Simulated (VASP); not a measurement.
# TiC (I4mm) in VASP: notebook

The runs below take TiC through single point, with PBE.

All numbers are computed with VASP 6.6.1; they aren't measurements. Logs are shortened: lines on timing, memory, paths and dates and some standing lists are left out, and cuts for length are marked.

## (1) The cell of the first run

Symmetry: I4mm, No. 107, tetragonal system. The conventional cell has a = 3.060 Å, b = 3.060 Å, c = 4.328 Å, α = 90.00°, β = 90.00°, γ = 90.00°. Ti (site symmetry 4mm) has 6 C at 2.06 to 2.26 Å within 2.7 Å. Within 2.7 Å of C (site symmetry 4mm) lie 6 Ti at 2.06 to 2.26 Å.

## (2) Single point, PBE (all C atoms moved -0.100 Å, as atom 2 along Cartesian [0 1 0])

INCAR

```
PREC     = Accurate       # precision mode
ENCUT    = 520            # plane-wave cutoff, eV
EDIFF    = 1E-6           # SCF threshold, eV
ISMEAR   = 0              # smearing method
SIGMA    = 0.15           # smearing width, eV
LREAL    = False          # projectors in reciprocal space
LASPH    = True           # aspherical terms in the spheres
NELM     = 80             # most SCF steps
ALGO     = Normal         # electronic algorithm
ISIF     = 2              # what is computed and relaxed
LWAVE    = False          # write WAVECAR
LCHARG   = False          # write CHGCAR
GGA      = PE             # functional
NBANDS   = 15             # bands
```

KPOINTS

```
regular mesh
0
Gamma
  18 18 18
```

POSCAR

```
TiC
1.0
    0.0000000000      2.1640000000      2.1640000000
    2.1640000000      0.0000000000      2.1640000000
    2.1640000000      2.1640000000      0.0000000000
Ti C
1 1
Direct
    0.0000000000      0.0000000000      0.0000000000
    0.4768946396      0.5231053604      0.4768946396
```

Potentials or basis: VASP PAW PBE potentials, release 64 (Ti_sv, C).

Launch:

```console
$ cat potpaw_PBE.64/Ti_sv/POTCAR potpaw_PBE.64/C/POTCAR > POTCAR
$ mpirun -np 1 vasp_std > vasp.out
```

OUTCAR:

```text
PREC = Accurate
   ENCUT = 520
   EDIFF = 1E-6
   ISMEAR = 0
   LREAL = False
   LASPH = True
   NELM = 80
   ISIF = 2
   GGA = PE

 ion  position               nearest neighbor table
   1  0.000  0.000  0.000-   2 2.06   2 2.17   2 2.17   2 2.17   2 2.17   2 2.26
   2  0.477  0.523  0.477-   1 2.06   1 2.17   1 2.17   1 2.17   1 2.17   1 2.26

  LATTYP: Found a face centered cubic cell.
 ALAT       =     4.3280000000

  Lattice vectors:

 A1 = (   0.0000000000,   2.1640000000,   2.1640000000)
 A2 = (   2.1640000000,   0.0000000000,   2.1640000000)
 A3 = (   2.1640000000,   2.1640000000,   0.0000000000)

Analysis of symmetry for initial positions (statically):
=====================================================================
 Subroutine PRICEL returns:
 Original cell was already a primitive cell.

 Routine SETGRP: Setting up the symmetry group for a
 face centered cubic supercell.

 Subroutine GETGRP returns: Found  8 space group operations
 (whereof  8 operations were pure point group operations)
 out of a pool of 48 trial point group operations.

The static configuration has the point symmetry C_4v.

Analysis of symmetry for dynamics (positions and initial velocities):
=====================================================================
 Subroutine PRICEL returns:
 Original cell was already a primitive cell.

 Routine SETGRP: Setting up the symmetry group for a
 face centered cubic supercell.

 Subroutine GETGRP returns: Found  8 space group operations
 (whereof  8 operations were pure point group operations)
 out of a pool of 48 trial point group operations.

The dynamic configuration has the point symmetry C_4v.

 Subroutine INISYM returns: Found  8 space group operations
 (whereof  8 operations are pure point group operations),
 and found     1 'primitive' translations

----------------------------------------------------------------------------------------

                                     Primitive cell

  volume of cell :      20.2676

  direct lattice vectors                    reciprocal lattice vectors
     0.000000000  2.164000000  2.164000000    -0.231053604  0.231053604  0.231053604
     2.164000000  0.000000000  2.164000000     0.231053604 -0.231053604  0.231053604
     2.164000000  2.164000000  0.000000000     0.231053604  0.231053604 -0.231053604

  length of vectors
     3.060358149  3.060358149  3.060358149     0.400196582  0.400196582  0.400196582

  position of ions in fractional coordinates (direct lattice)
     0.000000000  0.000000000  0.000000000
     0.476894640  0.523105360  0.476894640

  ion indices of the primitive-cell ions
   primitive index   ion index
                 1           1
                 2           2

----------------------------------------------------------------------------------------

 KPOINTS: regular mesh

Automatic generation of k-mesh.
 Grid dimensions read from file:
 generate k-points for:   18   18   18

 Generating k-lattice:

  Cartesian coordinates                     Fractional coordinates (reciprocal lattice)
    -0.012836311  0.012836311  0.012836311     0.055555556  0.000000000  0.000000000
     0.012836311 -0.012836311  0.012836311     0.000000000  0.055555556  0.000000000
     0.012836311  0.012836311 -0.012836311     0.000000000  0.000000000  0.055555556

  Length of vectors
     0.022233143  0.022233143  0.022233143

  Shift w.r.t. Gamma in fractional coordinates (k-lattice)
     0.000000000  0.000000000  0.000000000

 Subroutine IBZKPT returns following result:
 ===========================================

 Found    480 irreducible k-points:

 Following reciprocal coordinates:
            Coordinates               Weight
  0.000000  0.000000  0.000000      1.000000
  0.055556  0.000000  0.000000      8.000000
  0.111111  0.000000  0.000000      8.000000
  0.166667  0.000000  0.000000      8.000000
  0.222222  0.000000  0.000000      8.000000
  0.277778  0.000000  0.000000      8.000000
[... 16 lines left out ...]
  0.388889  0.055556  0.000000     16.000000
  0.055556  0.000000  0.388889      8.000000
 [... further k-points ...]
   k-points           NKPTS =    480   k-points in BZ     NKDIM =    480   number of bands    NBANDS=     15
   number of dos      NEDOS =    301   number of ions     NIONS =      2
   total plane-waves  NPLWV =  13824
   dimension x,y,z NGX =    24 NGY =   24 NGZ =   24
   dimension x,y,z NGXF=    48 NGYF=   48 NGZF=   48
   ions per type =               1   1
   NGX,Y,Z   is equivalent  to a cutoff of  13.04, 13.04, 13.04 a.u.
   NGXF,Y,Z  is equivalent  to a cutoff of  26.07, 26.07, 26.07 a.u.
 SYSTEM =  unknown system
   PREC   = accura    normal or accurate (medium, high low for compatibility)
   ISTART =      0    job   : 0-new  1-cont  2-samecut
   ICHARG =      2    charge: 1-file 2-atom 10-const
   ISPIN  =      1    spin polarized calculation?
   LNONCOLLINEAR =      F non collinear calculations
   LSORBIT =      F    spin-orbit coupling
   LASPH  =      T    aspherical Exc in radial PAW
   ENCUT  =  520.0 eV  38.22 Ry    6.18 a.u.   5.69  5.69  5.69*2*pi/ulx,y,z
   NELM   =     80;   NELMIN=  2; NELMDL= -5     # of ELM steps
   EDIFF  = 0.1E-05   stopping-criterion for ELM
   LREAL  =      F    real-space projection
   EDIFFG = 0.1E-04   stopping-criterion for IOM
   NSW    =      0    number of steps for IOM
   IBRION =     -1    ionic relax: 0-MD 1-quasi-New 2-CG
   NFREE  =      0    steps in history (QN), initial steepest desc. (CG)
   ISIF   =      2    stress and relaxation
   ISYM   =      2    0-nonsym 1-usesym 2-fastsym
   POTIM  = 0.5000    time-step for ionic-motion
   TEBEG  =    0.0;   TEEND  =   0.0 temperature during run
   PSTRESS=    0.0 pullay stress
   NELECT =      16.0000    total number of electrons
   NUPDOWN=      -1.0000    fix difference up-down
   EMIN   =  10.00;   EMAX   =-10.00  energy-range for DOS
   EFERMI =   0.00;   METHOD = LEGACY
   ISMEAR =     0;   SIGMA  =   0.15  broadening in eV -4-tet -1-fermi 0-gaus
   EFERMI_NEDOS =   21; number of points for ismear=-14 and -15
   IALGO  =     38    algorithm
   IMIX   =      4    mixing-type and parameters
     AMIX     =   0.40;   BMIX     =  1.00
     AMIX_MAG =   1.60;   BMIX_MAG =  1.00
  volume/ion in A,a.u.               =      10.13        68.39
  Fermi-wavevector in a.u.,A,eV,Ry     =   1.513030  2.859212 31.147275  2.289260
  Thomas-Fermi vector in A             =   2.622876
   LORBIT       =      0    0 simple, 1 ext, 2 COOP (PROOUT), +10 PAW based schemes
   GGA     = PE    functional components
   LHFCALC =     F    Hartree Fock is set to
   AEXX    =    0.0000 exact exchange contribution
   IVDW    =     0    specifies the selected vdW correction
   LEPSILON=     F    determine dielectric tensor
   LRPA    =     F    only Hartree local field effects (RPA)
 non-spin polarized calculation
 Gauss-broadening in eV      SIGMA  =   0.15
  energy-cutoff  :      520.00
  volume of cell :       20.27
 maximum number of plane-waves:       568
   NGX = 11   NGY = 11   NGZ = 11

 number of electron      16.0000001 magnetization

 Free energy of the ion-electron system (eV)
  ---------------------------------------------------
  ext. energy  EPLUGINS =         0.00000000
  ---------------------------------------------------
  free energy    TOTEN  =       -18.66421961 eV

  energy without entropy =      -18.66120113  energy(sigma->0) =      -18.66271037

 E-fermi :   9.4817     XC(G=0): -12.7048

 val. band max:        9.4621704272   @ k =   0.1111   0.0000   0.0000
 cond. band min:       9.4927888406   @ k =   0.3333   0.2778   0.0000
 fundamental gap:      0.0306184134
 Fermi energy:         9.4817307442

 k-point     1 :       0.0000    0.0000    0.0000
  band No.  band energies     occupation
      1     -47.1390      2.00000
      2     -23.1649      2.00000
      3     -23.1649      2.00000
      4     -23.1608      2.00000
      5      -2.9587      2.00000
      6       9.8435      0.00065
      7       9.8435      0.00065
      8      10.1350      0.00000
      9      10.3011      0.00000
     10      11.1597      0.00000
     11      11.4419      0.00000
     12      11.4419      0.00000
     13      12.0618      0.00000
     14      19.9118      0.00000
     15      23.4406      0.00000

 k-point     2 :       0.0556    0.0000    0.0000
  band No.  band energies     occupation
      1     -47.1367      2.00000
      2     -23.1796      2.00000
      3     -23.1664      2.00000
      4     -23.1633      2.00000
      5      -2.8886      2.00000
      6       9.4473      1.25462
      7       9.7076      0.03320
      8      10.0269      0.00000
      9      10.3233      0.00000
     10      10.6867      0.00000
     11      11.4110      0.00000
     12      12.1521      0.00000
     13      12.5117      0.00000
     14      20.0402      0.00000
     15      23.4744      0.00000

 k-point     3 :       0.1111    0.0000    0.0000
  band No.  band energies     occupation
      1     -47.1304      2.00000
      2     -23.2244      2.00000
      3     -23.1707      2.00000
      4     -23.1678      2.00000
      5      -2.6817      2.00000
      6       8.7441      2.00000
      7       9.2136      1.98854
      8       9.4622      1.14631
      9      10.4511      0.00000
     10      10.5708      0.00000
     11      11.6113      0.00000
     12      13.0586      0.00000
     13      13.2983      0.00000
     14      20.3680      0.00000
     15      23.5163      0.00000

 k-point     4 :       0.1667    0.0000    0.0000
  band No.  band energies     occupation
      1     -47.1206      2.00000
      2     -23.2928      2.00000
      3     -23.1773      2.00000
      4     -23.1743      2.00000
      5      -2.3483      2.00000
      6       7.9416      2.00000
      7       8.5842      2.00000
      8       8.7507      2.00000
      9      10.6889      0.00000
     10      10.7427      0.00000
     11      11.8609      0.00000
     12      13.9854      0.00000
     13      14.1615      0.00000
     14      20.7092      0.00000
     15      23.5021      0.00000
[... 307 lines left out ...]
 k-point    22 :       0.0556    0.0000    0.3333
  band No.  band energies     occupation
      1     -47.0863      2.00000
      2     -23.5158      2.00000
      3     -23.2102      2.00000
      4     -23.1977      2.00000
      5      -0.9595      2.00000
      6       5.5581      2.00000
      7       7.1113      2.00000
      8       7.3427      2.00000
      9      11.3521      0.00000
     10      11.8346      0.00000
     11      12.7391      0.00000
     12      15.7579      0.00000
     13      16.5876      0.00000
     14      19.9131      0.00000
     15      24.4563      0.00000

 k-point    23 :       0.3889    0.0556    0.0000
  band No.  band energies     occupation
      1     -47.0757      2.00000
      2     -23.5853      2.00000
      3     -23.2137      2.00000
      4     -23.2084      2.00000
      5      -0.3796      2.00000
      6       4.7512      2.00000
      7       6.7829      2.00000
      8       7.0159      2.00000
      9      11.7277      0.00000
     10      12.1139      0.00000
     11      13.0299      0.00000
     12      16.4745      0.00000
     13      17.0270      0.00000
     14      19.1688      0.00000
     15      24.9922      0.00000

 k-point    24 :       0.0556    0.0000    0.3889
  band No.  band energies     occupation
      1     -47.0757      2.00000
      2     -23.5853      2.00000
      3     -23.2156      2.00000
      4     -23.2068      2.00000
      5      -0.3783      2.00000
      6       4.7552      2.00000
      7       6.8010      2.00000
      8       6.9846      2.00000
      9      11.7251      0.00000
     10      12.1317      0.00000
     11      13.0503      0.00000
     12      16.4401      0.00000
     13      16.9979      0.00000
     14      19.2127      0.00000
     15      24.9280      0.00000

 [... further k-points ...]
[... 5 lines left out ...]
  --------------------------------------------------------------------------------------
  -------------------------------------------------------------------------------------
  Total        0.1671844      0.5205640      0.1671844      0.0000000      0.0000000      0.0000000
  in kB       13.2161406     41.1512387     13.2161406      0.0000000      0.0000000      0.0000000
  external PRESSURE =      22.5278400 kB  Pullay stress =       0.0000000 kB

 VOLUME and BASIS-vectors are now :
 -----------------------------------------------------------------------------
  energy-cutoff  :      520.00
  volume of cell :       20.27
      direct lattice vectors                 reciprocal lattice vectors
     0.000000000  2.164000000  2.164000000    -0.231053604  0.231053604  0.231053604
     2.164000000  0.000000000  2.164000000     0.231053604 -0.231053604  0.231053604
     2.164000000  2.164000000  0.000000000     0.231053604  0.231053604 -0.231053604

 POSITION                                       TOTAL-FORCE (eV/Angst)
 -----------------------------------------------------------------------------------
      0.00000      0.00000      0.00000         0.000000     -0.913871      0.000000
      2.16400      2.06400      2.16400         0.000000      0.913871      0.000000
 -----------------------------------------------------------------------------------
    total drift:                               -0.000000     -0.000090      0.000000

  FREE ENERGIE OF THE ION-ELECTRON SYSTEM (eV)
  ---------------------------------------------------
  free  energy   TOTEN  =       -18.6642196131 eV

  energy  without entropy=      -18.6612011322  energy(sigma->0) =      -18.66271037
```

It took 89 s on 1 thread of Intel Xeon 6975P-C, shared host; peak memory 0.26 GiB.

What came out:

```yaml
Free_energy: -18.6642 eV
Pressure: 2.3 GPa
Largest_force: 0.914 eV/Å
Band_gap_on_the_k_mesh: zero (band 8 reaches 10.13 eV, above the bottom of band 9 at 9.00 eV)
```

Forces on the atoms (eV/Å):
```
Ti   0.000 -0.914  0.000
C    0.000  0.914  0.000
```

Stress tensor (GPa, compression positive):
```
1.32 0.00 0.00
0.00 4.12 0.00
0.00 0.00 1.32
```

Caveat: the cell differs from its parent crystal (all C atoms moved -0.100 Å, as atom 2 along Cartesian [0 1 0]).

## (3) Single point, PBE (all C atoms moved +0.075 Å, as atom 2 along Cartesian [0 1 0])

INCAR

```
SYSTEM = TiC
  PREC = Accurate
  ENCUT = 520
  EDIFF = 1E-6
  ISMEAR = 0
  SIGMA = 0.15
  LREAL = .False.
  LASPH = .True.
  NELM = 100
  ALGO = Normal
  ISIF = 2
  LWAVE = .False.
  LCHARG = .False.
  GGA = PE
  NBANDS = 15
```

KPOINTS

```
Automatic mesh
0
Gamma
  18 18 18
  0 0 0
```

Edit POSCAR of step 2 so:

```diff
@@ -9,2 +9,2 @@
     0.0000000000      0.0000000000      0.0000000000
-    0.4768946396      0.5231053604      0.4768946396
+    0.5173290203      0.4826709797      0.5173290203
```

Potentials or basis: VASP PAW PBE potentials, release 64 (Ti_sv, C).

Launch:

```console
$ cat potpaw_PBE.64/Ti_sv/POTCAR potpaw_PBE.64/C/POTCAR > POTCAR
$ mpirun -np 1 vasp_std > vasp.out
```

Wall time 92 s (1 thread of Intel Xeon 6975P-C, shared host); peak memory 0.26 GiB.

It converged, with:

| Item | Value |
| --- | --- |
| Free energy | -18.6843 eV |
| Pressure | 1.7 GPa |
| Largest force | 0.695 eV/Å |
| Band gap on the k mesh | zero (band 8 reaches 10.13 eV, above the bottom of band 9 at 9.01 eV) |

Forces on the atoms (eV/Å):
```
Ti   0.000  0.695  0.000
C    0.000 -0.695  0.000
```

Stress tensor (GPa, compression positive):
```
1.22 0.00 0.00
0.00 2.77 0.00
0.00 0.00 1.22
```

Levels at points of the mesh, in eV from the Fermi level:
```tsv
k point	band 4	band 5	band 6	band 7	band 8	band 9	band 10	band 11	band 12	band 13
(0.00, 0.00, 0.00)	-32.63	-12.43	0.49	0.49	0.67	1.04	1.69	1.85	1.85	2.36
(0.50, 0.00, 0.00)	-32.68	-8.95	-5.87	-2.92	-2.91	2.89	2.90	4.09	7.69	8.11
(0.50, 0.50, 0.00)	-32.80	-10.14	-3.46	-1.80	-0.10	0.11	2.75	3.50	3.50	5.79
(0.50, 0.00, 0.50)	-32.80	-10.14	-3.44	-1.65	-0.06	-0.06	2.69	3.50	3.50	5.74
```

Caveat: the cell differs from its parent crystal (all C atoms moved +0.075 Å, as atom 2 along Cartesian [0 1 0]).

(Continued in part 2 of 2.)
